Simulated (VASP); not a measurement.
Set up this calculation in VASP 6.6.1, as the native input.

* Task: relaxation of cell and atoms
* Functional: r2SCAN
* Potentials or basis: VASP PAW PBE potentials, release 64 (Y_sv)
* Cutoff: 600 eV
* k mesh: 6 × 6 × 6
* Occupations: fermi-dirac, width 0.1 eV
* Spin: no spin polarisation
* Dipole correction: no
* Further INCAR settings: ALGO = Normal; EDIFF = 1e-06; IBRION = 2; EDIFFG = -0.01; NSW = 80; ISIF = 3

The system is Y.

```
Y
1.0
     0.00000    3.43188    3.43188
     3.43188    0.00000    3.43188
     3.43188    3.43188    0.00000
Y
2
Direct
  0.00000 0.00000 0.00000
  0.25000 0.25000 0.25000
```

This isn't the form of Y at room conditions, which is hcp.

These files were run (other wordings do the same):

POSCAR

```
Y
1.0
    0.0000000000      3.4318829501      3.4318829501
    3.4318829501      0.0000000000      3.4318829501
    3.4318829501      3.4318829501      0.0000000000
Y
2
Direct
    0.0000000000      0.0000000000      0.0000000000
    0.2500000000      0.2500000000      0.2500000000
```

INCAR.step1

```
SYSTEM = Y
PREC = Accurate
ENCUT = 600
ISMEAR = -1
SIGMA = 0.1
LREAL = .False.
LASPH = .True.
NELM = 80
GGA = PE
ALGO = Normal
EDIFF = 1E-4
LWAVE = .True.
LCHARG = .False.
```

INCAR.step2

```
SYSTEM = Y
PREC = Accurate
ENCUT = 600
EDIFF = 1E-6
ISMEAR = -1
SIGMA = 0.1
LREAL = .False.
LASPH = .True.
NELM = 80
ALGO = Normal
ISIF = 3
LWAVE = .False.
LCHARG = .False.
METAGGA = R2SCAN
LMIXTAU = .True.
IBRION = 2
NSW = 80
EDIFFG = -0.01
ISTART = 1
```

KPOINTS

```
regular mesh
0
Gamma
  6 6 6
  0 0 0
```

Potentials or basis: VASP PAW PBE potentials, release 64 (Y_sv).

Command:

```bash
$ cat potpaw_PBE.64/Y_sv/POTCAR > POTCAR
$ cp INCAR.step1 INCAR
$ mpirun -np 1 vasp_std > vasp.out
$ cp INCAR.step2 INCAR
$ mpirun -np 1 vasp_std > vasp.out
```

It gave:

```
Pressure after relaxing : 0.0 GPa
Band gap on the k mesh  : zero (bands 11 and 12 overlap by 0.45 eV)
```

Caveat: the relaxation stopped at its first step, so nothing moved; the PAW data sets were made with another functional, which shifts forces and pressure a little.

Wall time 2.7 min on 1 thread of Intel Xeon 8259CL, with other jobs on the host, peak memory 0.28 GiB.
